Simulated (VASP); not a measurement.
A run of VASP 6.6.1:

The input INCAR:

```
PREC = Accurate
ENCUT = 520
EDIFF = 1E-6
ISMEAR = -1
SIGMA = 0.05
LREAL = False
LASPH = True
NELM = 60
ALGO = Normal
ISIF = 2
LWAVE = False
LCHARG = False
GGA = PE
NBANDS = 28
```

The input KPOINTS:

```
Automatic mesh
0
Gamma
  10 10 1
```

Contents of POSCAR:

```
WS
1.0
    3.1835163551      0.0000000000      0.0000000000
   -1.5917581776      2.7570060369      0.0000000000
    0.0000000000      0.0000000000     31.9505778900
W S
2 2
Direct
    0.3333333333      0.6666666667      0.2352774879
    0.3333333333      0.6666666667      0.7647225121
    0.6666666667      0.3333333333      0.2832245300
    0.6666666667      0.3333333333      0.7167754700
```

Potentials or basis: VASP PAW PBE potentials, release 64 (W_sv, S).

The run is started by

```console
$ cat potpaw_PBE.64/W_sv/POTCAR potpaw_PBE.64/S/POTCAR > POTCAR
$ mpirun -np 1 vasp_std > vasp.out
```

Hardware: 1 thread of AMD EPYC 7R13 (shared host).

Task: How long does it take, and how much memory?

Result: Wall time 3.9 min on 1 thread of AMD EPYC 7R13, with other jobs on the host, peak memory 0.36 GiB. Counts: scf iterations 23, k points 14.
